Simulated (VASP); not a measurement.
Set up this calculation in VASP 6.6.1, as the native input.

```
Task                   : relaxation of cell and atoms
Functional             : PBEsol
Potentials or basis    : VASP PAW PBE potentials, release 64 (Cu, O)
Cutoff                 : 600 eV
k mesh                 : 7 × 7 × 7
Occupations            : fermi-dirac, width 0.05 eV
Spin                   : no spin polarisation
Dipole correction      : no
Further INCAR settings : ALGO = Normal; EDIFF = 1e-07; IBRION = 2; EDIFFG = -0.01; NSW = 60; ISIF = 3
```

The structure of CuO lies in POSCAR:

```
CuO
1.0
    4.1609370000      0.0000000000      0.0000000000
    0.0000000000      4.1609370000      0.0000000000
    0.0000000000      0.0000000000      3.8876430000
Cu O
3 3
Direct
    0.5000000000      0.0000000000      0.5000000000
    0.0000000000      0.5000000000      0.5000000000
    0.0000000000      0.0000000000      0.0000000000
    0.0000000000      0.0000000000      0.5000000000
    0.5000000000      0.0000000000      0.0000000000
    0.0000000000      0.5000000000      0.0000000000
```

The input as run:

INCAR

```
SYSTEM = CuO
PREC = Accurate ; ENCUT = 600
EDIFF = 1E-7 ; ISMEAR = -1
SIGMA = 0.05 ; LREAL = .FALSE.
LASPH = .TRUE. ; NELM = 80
ALGO = Normal ; ISIF = 3
LWAVE = .FALSE. ; LCHARG = .FALSE.
GGA = PS ; IBRION = 2
NSW = 60 ; EDIFFG = -0.01
```

KPOINTS

```
Automatic mesh
0
G
  7 7 7
  0 0 0
```

Potentials or basis: VASP PAW PBE potentials, release 64 (Cu, O).

The run is started by

```bash
$ cat potpaw_PBE.64/Cu/POTCAR potpaw_PBE.64/O/POTCAR > POTCAR
$ mpirun -np 1 vasp_std > vasp.out
```

It gave:

The relaxed volume is 10.83 Å³/atom and the relaxed cell is a = 4.108 Å, b = 4.108 Å, c = 3.849 Å, α = 90.00°, β = 90.00°, γ = 90.00°. The space group after relaxing (to 0.1 Å) is P4/mmm (No. 123), the energy gained by relaxing is 6.0 meV/atom and the ionic steps are 7. The pressure after relaxing is 0.1 GPa and the band gap on the k mesh is zero (an odd number of electrons rules out a gap without spin polarisation).

Caveat: the PAW data sets were made with another functional, which shifts forces and pressure a little; an odd number of electrons without spin polarisation forces a metal; a magnetic or distorted state may lie lower; semilocal functionals often make such compounds metallic where correlation or magnetic order opens a gap, which also shifts bond lengths.

It took 4.4 min on 1 thread of Intel(R) Xeon(R) 6975P-C (Granite Rapids), on a shared host, peak memory 0.24 GiB.
